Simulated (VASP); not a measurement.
# W (C2/m) in VASP: notebook

Runs on W. Level: PBEsol. Tasks: single point.

Everything below comes from runs of VASP 6.6.1. Logs are shortened: lines on timing, memory, paths and dates and some standing lists are left out, and cuts for length are marked.

## (1) The cell of the first run

Symmetry: C2/m, No. 12, monoclinic system. The conventional cell has a = 4.043 Å, b = 3.998 Å, c = 2.475 Å, α = 90.00°, β = 124.83°, γ = 90.00°. W (site symmetry 2/m) has 12 W at 2.47 to 3.32 Å within 3.4 Å.

## (2) Single point, PBEsol (engineering shear strain xz -0.3000, normal strain along z +0.0500)

Contents of INCAR:

```
  PREC = Accurate
  ENCUT = 500
  EDIFF = 1E-6
  ISMEAR = 0
  SIGMA = 0.15
  LREAL = False
  LASPH = True
  NELM = 120
  ALGO = Normal
  ISIF = 2
  LWAVE = False
  LCHARG = False
  GGA = PS
  NBANDS = 13
  GGA_COMPAT = False
```

Contents of KPOINTS:

```
Automatic mesh
0
Gamma
  20 20 20
```

Contents of POSCAR:

```
W
1.0
   -0.2998690383      1.9991269217      2.0990832678
    1.6992578834      0.0000000000      1.7992142295
    1.9991269217      1.9991269217     -0.2998690383
W
1
Direct
    0.0000000000      0.0000000000      0.0000000000
```

Potentials or basis: VASP PAW PBE potentials, release 64 (W_sv).

Command:

```sh
cat potpaw_PBE.64/W_sv/POTCAR > POTCAR
mpirun -np 1 vasp_std > vasp.out
```

OUTCAR:

```text
PREC = Accurate
   ENCUT = 500
   EDIFF = 1E-6
   ISMEAR = 0
   LREAL = False
   LASPH = True
   NELM = 120
   ISIF = 2
   GGA = PS

 ion  position               nearest neighbor table
   1  0.000  0.000  0.000-

  LATTYP: Found a base centered monoclinic cell.
 ALAT       =     4.0429839917
 B/A-ratio  =     0.9889363529
 C/A-ratio  =     0.6121228443
 COS(beta)  =    -0.5711815121

  Lattice vectors:

 A1 = (  -1.9991269217,   1.9991269217,   0.2998690383)
 A2 = (  -1.9991269217,  -1.9991269217,   0.2998690383)
 A3 = (   1.6992578834,   0.0000000000,   1.7992142295)

Analysis of symmetry for initial positions (statically):
=====================================================================
 Subroutine PRICEL returns:
 Original cell was already a primitive cell.

 Routine SETGRP: Setting up the symmetry group for a
 base centered monoclinic supercell.

 Subroutine GETGRP returns: Found  4 space group operations
 (whereof  4 operations were pure point group operations)
 out of a pool of  4 trial point group operations.

The static configuration has the point symmetry C_2h.

Analysis of symmetry for dynamics (positions and initial velocities):
=====================================================================
 Subroutine PRICEL returns:
 Original cell was already a primitive cell.

 Routine SETGRP: Setting up the symmetry group for a
 base centered monoclinic supercell.

 Subroutine GETGRP returns: Found  4 space group operations
 (whereof  4 operations were pure point group operations)
 out of a pool of  4 trial point group operations.

The dynamic configuration has the point symmetry C_2h.

 Subroutine INISYM returns: Found  4 space group operations
 (whereof  4 operations are pure point group operations),
 and found     1 'primitive' translations

----------------------------------------------------------------------------------------

                                     Primitive cell

  volume of cell :      16.4185

  direct lattice vectors                    reciprocal lattice vectors
    -0.299869038  1.999126922  2.099083268    -0.219073736  0.250109182  0.206902973
     1.699257883  0.000000000  1.799214229     0.292098315 -0.250109182  0.279927552
     1.999126922  1.999126922 -0.299869038     0.219073736  0.250109182 -0.206902973

  length of vectors
     2.914203228  2.474802860  2.843050886     0.391607898  0.475642159  0.391607898

[... 85 lines left out ...]
   ISYM   =      2    0-nonsym 1-usesym 2-fastsym
   POTIM  = 0.5000    time-step for ionic-motion
   TEBEG  =    0.0;   TEEND  =   0.0 temperature during run
   PSTRESS=    0.0 pullay stress
   NELECT =      14.0000    total number of electrons
   NUPDOWN=      -1.0000    fix difference up-down
   EMIN   =  10.00;   EMAX   =-10.00  energy-range for DOS
   EFERMI =   0.00;   METHOD = LEGACY
   ISMEAR =     0;   SIGMA  =   0.15  broadening in eV -4-tet -1-fermi 0-gaus
   EFERMI_NEDOS =   21; number of points for ismear=-14 and -15
   IALGO  =     38    algorithm
   IMIX   =      4    mixing-type and parameters
     AMIX     =   0.40;   BMIX     =  1.00
     AMIX_MAG =   1.60;   BMIX_MAG =  1.00
  volume/ion in A,a.u.               =      16.42       110.80
  Fermi-wavevector in a.u.,A,eV,Ry     =   1.552410  2.933630 32.789740  2.409978
  Thomas-Fermi vector in A             =   2.656790
   LORBIT       =      0    0 simple, 1 ext, 2 COOP (PROOUT), +10 PAW based schemes
   GGA     = PS    functional components
   LHFCALC =     F    Hartree Fock is set to
   AEXX    =    0.0000 exact exchange contribution
   IVDW    =     0    specifies the selected vdW correction
   LEPSILON=     F    determine dielectric tensor
   LRPA    =     F    only Hartree local field effects (RPA)
 non-spin polarized calculation
 Gauss-broadening in eV      SIGMA  =   0.15
  energy-cutoff  :      500.00
  volume of cell :       16.42
 maximum number of plane-waves:       431
 NGX is ok and might be reduce to    24
   NGX = 11   NGY =  9   NGZ = 11

 number of electron      14.0000003 magnetization

 Free energy of the ion-electron system (eV)
  ---------------------------------------------------
  ext. energy  EPLUGINS =         0.00000000
  ---------------------------------------------------
  free energy    TOTEN  =       -13.07549946 eV

  energy without entropy =      -13.06683405  energy(sigma->0) =      -13.07116675

 E-fermi :  10.7311     XC(G=0): -13.4928

 val. band max:       10.7294705023   @ k =   0.5000   0.2000   0.2000
 cond. band min:      10.7319533813   @ k =   0.0000  -0.4000   0.2000
 fundamental gap:      0.0024828789
 Fermi energy:        10.7310614643

 k-point     1 :       0.0000    0.0000    0.0000
  band No.  band energies     occupation
      1     -63.3563      2.00000
      2     -27.2341      2.00000
      3     -27.0794      2.00000
      4     -26.2821      2.00000
      5       1.3948      2.00000
      6       7.4478      2.00000
      7       8.1667      2.00000
      8      12.8344      0.00000
      9      13.5350      0.00000
     10      13.9779      0.00000
     11      22.9210      0.00000
     12      25.2526      0.00000
     13      29.6433      0.00000
[... 354 lines left out ...]
  band No.  band energies     occupation
      1     -63.2860      2.00000
      2     -28.0538      2.00000
      3     -27.1185      2.00000
      4     -26.4436      2.00000
      5       4.5032      2.00000
      6       8.0793      2.00000
      7       9.1940      2.00000
      8      12.2606      0.00000
      9      12.7668      0.00000
     10      16.3682      0.00000
     11      19.6354      0.00000
     12      24.9293      0.00000
     13      28.2648      0.00000

 [... further k-points ...]

------------------------ aborting loop because EDIFF is reached ----------------------------------------

  FORCE on cell =-STRESS in cart. coord.  units (eV):
  Direction    XX          YY          ZZ          XY          YZ          ZX
  --------------------------------------------------------------------------------------
  -------------------------------------------------------------------------------------
  Total        0.9647863     -0.3136608      1.1219119      0.0000000      0.0000000      3.3512127
  in kB       94.1475005    -30.6082071    109.4804033      0.0000000      0.0000000    327.0240134
  external PRESSURE =      57.6732322 kB  Pullay stress =       0.0000000 kB

 VOLUME and BASIS-vectors are now :
 -----------------------------------------------------------------------------
  energy-cutoff  :      500.00
  volume of cell :       16.42
      direct lattice vectors                 reciprocal lattice vectors
    -0.299869038  1.999126922  2.099083268    -0.219073736  0.250109182  0.206902973
     1.699257883  0.000000000  1.799214229     0.292098315 -0.250109182  0.279927552
     1.999126922  1.999126922 -0.299869038     0.219073736  0.250109182 -0.206902973

 POSITION                                       TOTAL-FORCE (eV/Angst)
 -----------------------------------------------------------------------------------
      0.00000      0.00000      0.00000        -0.000000      0.000000      0.000000
 -----------------------------------------------------------------------------------
    total drift:                               -0.000000      0.000000      0.000000

  FREE ENERGIE OF THE ION-ELECTRON SYSTEM (eV)
  ---------------------------------------------------
  free  energy   TOTEN  =       -13.0754994590 eV

  energy  without entropy=      -13.0668340471  energy(sigma->0) =      -13.07116675
```

OSZICAR:

```text
N       E                     dE             d eps       ncg     rms          rms(c)
DAV:   1     0.835998095543E+02    0.83600E+02   -0.73190E+03 55195   0.119E+03
DAV:   2    -0.120274541852E+02   -0.95627E+02   -0.91805E+02 61412   0.311E+02
DAV:   3    -0.136892880590E+02   -0.16618E+01   -0.16555E+01 61157   0.399E+01
DAV:   4    -0.136964026924E+02   -0.71146E-02   -0.71145E-02 60087   0.288E+00
DAV:   5    -0.136964649283E+02   -0.62236E-04   -0.62237E-04 61712   0.255E-01    0.215E+01
DAV:   6    -0.132138958143E+02    0.48257E+00   -0.39009E-01 57037   0.800E+00    0.897E+00
DAV:   7    -0.130799282474E+02    0.13397E+00   -0.21958E-01 62047   0.560E+00    0.509E-01
DAV:   8    -0.130755676376E+02    0.43606E-02   -0.58334E-03 56027   0.942E-01    0.868E-02
DAV:   9    -0.130755005975E+02    0.67040E-04   -0.98731E-05 66287   0.114E-01    0.545E-02
DAV:  10    -0.130754996749E+02    0.92263E-06   -0.15641E-05 59412   0.440E-02    0.103E-02
DAV:  11    -0.130754994590E+02    0.21586E-06   -0.76361E-07 34017   0.103E-02
   1 F= -.13075499E+02 E0= -.13071167E+02  d E =-.866541E-02
```

Run time: 83 s. Hardware: 1 thread of Intel Xeon 6975P-C (Granite Rapids), shared host; peak memory 0.47 GiB.

What came out:

```
Free energy            : -13.0755 eV
Pressure               : 5.8 GPa
Band gap on the k mesh : zero (bands 7 and 8 overlap by 4.53 eV)
```

Stress tensor (GPa, compression positive):
```
 9.41  0.00 32.70
 0.00 -3.06  0.00
32.70  0.00 10.95
```

Levels at points of the mesh, in eV from the Fermi level:
```
           k point  band 5  band 6  band 7  band 8  band 9  band 10
(0.00, 0.00, 0.00)   -9.34   -3.28   -2.56    2.10    2.80     3.25
(0.50, 0.00, 0.00)   -6.30   -2.74   -0.95    1.66    1.95     5.78
(0.00, 0.50, 0.00)   -5.84   -3.52    0.30    2.00    3.68     5.41
(0.50, 0.50, 0.00)   -5.88   -4.88    2.58    3.22    4.27     5.43
(0.50, 0.00, 0.50)   -5.94   -5.34    2.85    5.28    5.29     5.97
(0.00, 0.50, 0.50)   -5.87   -5.05    2.48    3.53    4.90     6.25
```

Caveat: the cell differs from its parent crystal (engineering shear strain xz -0.3000, normal strain along z +0.0500); the cell stands under pressure; the PAW data sets were made with another functional, which shifts forces and pressure a little; spin-orbit coupling is left out, which moves the levels of the heavy elements.

## (3) Single point, PBEsol (engineering shear strain xz -0.2000, normal strain along z +0.0500)

Contents of INCAR:

```
  PREC = Accurate
  ENCUT = 500
  EDIFF = 1E-6
  ISMEAR = 0
  SIGMA = 0.15
  LREAL = F
  LASPH = T
  NELM = 120
  ALGO = Normal
  ISIF = 2
  LWAVE = F
  LCHARG = F
  GGA = PS
  NBANDS = 13
  GGA_COMPAT = F
```

Contents of KPOINTS:

```
regular mesh
0
Gamma
  20 20 20
```

Contents of POSCAR:

```
W
1.0
   -0.1999126922      1.9991269217      2.0990832678
    1.7992142295      0.0000000000      1.8991705756
    1.9991269217      1.9991269217     -0.1999126922
W
1
Direct
    0.0000000000      0.0000000000      0.0000000000
```

Potentials or basis: VASP PAW PBE potentials, release 64 (W_sv).

Command:

```sh
cat potpaw_PBE.64/W_sv/POTCAR > POTCAR
mpirun -np 1 vasp_std > vasp.out
```

Wall time 90 s (1 thread of Intel Xeon 6975P-C (Granite Rapids), shared host); peak memory 0.48 GiB.

The run converged. Its results:

| Property | Result |
| --- | --- |
| Free energy | -13.2982 eV |
| Pressure | -5.5 GPa |
| Band gap on the k mesh | zero (bands 7 and 8 overlap by 4.30 eV) |

Stress tensor (GPa, compression positive):
```
-6.94  0.00 11.09
 0.00 -5.63  0.00
11.09  0.00 -3.80
```

Levels at points of the mesh, in eV from the Fermi level:
| k point | band 5 | band 6 | band 7 | band 8 | band 9 | band 10 |
| --- | --- | --- | --- | --- | --- | --- |
| (0.00, 0.00, 0.00) | -9.20 | -2.50 | -1.53 | 1.04 | 2.32 | 3.00 |
| (0.50, 0.00, 0.00) | -6.02 | -1.96 | -0.51 | 0.72 | 2.79 | 5.37 |
| (0.00, 0.50, 0.00) | -5.68 | -2.73 | 0.01 | 1.43 | 4.08 | 5.49 |
| (0.50, 0.50, 0.00) | -5.71 | -4.66 | 2.34 | 3.76 | 4.84 | 5.66 |
| (0.50, 0.00, 0.50) | -5.70 | -4.92 | 2.97 | 4.87 | 5.15 | 5.85 |
| (0.00, 0.50, 0.50) | -5.66 | -4.79 | 3.17 | 3.29 | 5.36 | 6.07 |

Caveat: the cell differs from its parent crystal (engineering shear strain xz -0.2000, normal strain along z +0.0500); the cell stands under tension; the PAW data sets were made with another functional, which shifts forces and pressure a little; spin-orbit coupling is left out, which moves the levels of the heavy elements.

## (4) Single point, PBEsol (engineering shear strain xz -0.1000, normal strain along z +0.0500)

Contents of INCAR:

```
PREC     = Accurate       # precision mode
ENCUT    = 500            # plane-wave cutoff, eV
EDIFF    = 1E-6           # SCF threshold, eV
ISMEAR   = 0              # smearing method
SIGMA    = 0.15           # smearing width, eV
LREAL    = False          # projectors in reciprocal space
LASPH    = True           # aspherical terms in the spheres
NELM     = 120            # most SCF steps
ALGO     = Normal         # electronic algorithm
ISIF     = 2              # what is computed and relaxed
LWAVE    = False          # write WAVECAR
LCHARG   = False          # write CHGCAR
GGA      = PS             # functional
NBANDS   = 13             # bands
GGA_COMPAT= False
```

Contents of KPOINTS:

```
Automatic mesh
0
Gamma
  20 20 20
```

Contents of POSCAR:

```
W
1.0
   -0.0999563461      1.9991269217      2.0990832678
    1.8991705756      0.0000000000      1.9991269217
    1.9991269217      1.9991269217     -0.0999563461
W
1
Direct
    0.0000000000      0.0000000000      0.0000000000
```

Potentials or basis: VASP PAW PBE potentials, release 64 (W_sv).

Command:

```sh
cat potpaw_PBE.64/W_sv/POTCAR > POTCAR
mpirun -np 1 vasp_std > vasp.out
```

OUTCAR:

```text
PREC = Accurate
   ENCUT = 500
   EDIFF = 1E-6
   ISMEAR = 0
   LREAL = False
   LASPH = True
   NELM = 120
   ISIF = 2
   GGA = PS

 ion  position               nearest neighbor table
   1  0.000  0.000  0.000-

  LATTYP: Found a base centered monoclinic cell.
 ALAT       =     4.0032485410
 B/A-ratio  =     0.9987523389
 C/A-ratio  =     0.6887952546
 COS(beta)  =    -0.6516853920

  Lattice vectors:

 A1 = (  -1.9991269217,   1.9991269217,   0.0999563461)
[... 565 lines left out ...]
     13      28.8468      0.00000

 [... further k-points ...]

------------------------ aborting loop because EDIFF is reached ----------------------------------------

  FORCE on cell =-STRESS in cart. coord.  units (eV):
  Direction    XX          YY          ZZ          XY          YZ          ZX
  --------------------------------------------------------------------------------------
  -------------------------------------------------------------------------------------
  Total       -1.5756667     -1.0855247     -0.8474139      0.0000000     -0.0000000     -0.1783458
  in kB     -150.8237718   -103.9070827    -81.1149775      0.0000000     -0.0000000    -17.0713690
  external PRESSURE =    -111.9486107 kB  Pullay stress =       0.0000000 kB

 VOLUME and BASIS-vectors are now :
 -----------------------------------------------------------------------------
  energy-cutoff  :      500.00
  volume of cell :       16.74
      direct lattice vectors                 reciprocal lattice vectors
    -0.099956346  1.999126922  2.099083268    -0.238767716  0.250109182  0.226829330
     1.899170576  0.000000000  1.999126922     0.262644488 -0.250109182  0.250706102
     1.999126922  1.999126922 -0.099956346     0.238767716  0.250109182 -0.226829330

 POSITION                                       TOTAL-FORCE (eV/Angst)
 -----------------------------------------------------------------------------------
      0.00000      0.00000      0.00000         0.000000      0.000000     -0.000000
 -----------------------------------------------------------------------------------
    total drift:                                0.000000     -0.000000      0.000000

  FREE ENERGIE OF THE ION-ELECTRON SYSTEM (eV)
  ---------------------------------------------------
  free  energy   TOTEN  =       -13.3281701374 eV

  energy  without entropy=      -13.3179123561  energy(sigma->0) =      -13.32304125
```

Wall time 92 s (1 thread of Intel Xeon 6975P-C (Granite Rapids), shared host); peak memory 0.48 GiB.

Results:

* Free energy: -13.3282 eV
* Pressure: -11.2 GPa
* Band gap on the k mesh: zero (bands 7 and 8 overlap by 3.91 eV)

Levels at points of the mesh, in eV from the Fermi level:
```csv
k point,band 5,band 6,band 7,band 8,band 9,band 10
"(0.00, 0.00, 0.00)",-9.06,-1.67,-0.73,0.16,1.98,2.88
"(0.50, 0.00, 0.00)",-5.76,-1.32,-0.12,-0.01,3.79,5.12
"(0.00, 0.50, 0.00)",-5.58,-1.91,-0.26,0.96,4.46,5.32
"(0.50, 0.50, 0.00)",-5.56,-4.49,2.24,4.40,5.28,5.62
"(0.50, 0.00, 0.50)",-5.51,-4.62,3.10,4.69,5.10,5.86
"(0.00, 0.50, 0.50)",-5.50,-4.59,3.18,3.99,5.62,5.73
```

Caveat: the cell differs from its parent crystal (engineering shear strain xz -0.1000, normal strain along z +0.0500); the cell stands under tension; the PAW data sets were made with another functional, which shifts forces and pressure a little; spin-orbit coupling is left out, which moves the levels of the heavy elements.

## (5) Overview

| cell | gap on the mesh (eV) | pressure (GPa) |
| --- | --- | --- |
| a = 2.914, b = 2.475, c = 2.843 Å, angles 66.0, 70.5, 63.1°, 1 atom | none | 5.8 |
| a = 2.906, b = 2.616, c = 2.834 Å, angles 64.3, 67.3, 61.5°, 1 atom | none | -5.5 |
| a = 2.900, b = 2.757, c = 2.829 Å, angles 62.5, 64.1, 59.9°, 1 atom | none | -11.2 |

Alike in all rows: task single point; level PBEsol; potentials or basis VASP PAW PBE potentials, release 64 (W_sv); no spin polarisation; k mesh 20 × 20 × 20; cutoff (eV) 500; smearing gaussian 0.15 eV.

Caveats: the PAW data sets were made with another functional, which shifts forces and pressure a little; spin-orbit coupling is left out, which moves the levels of the heavy elements; the cell stands under tension (at least some runs); the cell stands under pressure (at least some runs).

Absolute energies hang on the potentials; compare differences alone.
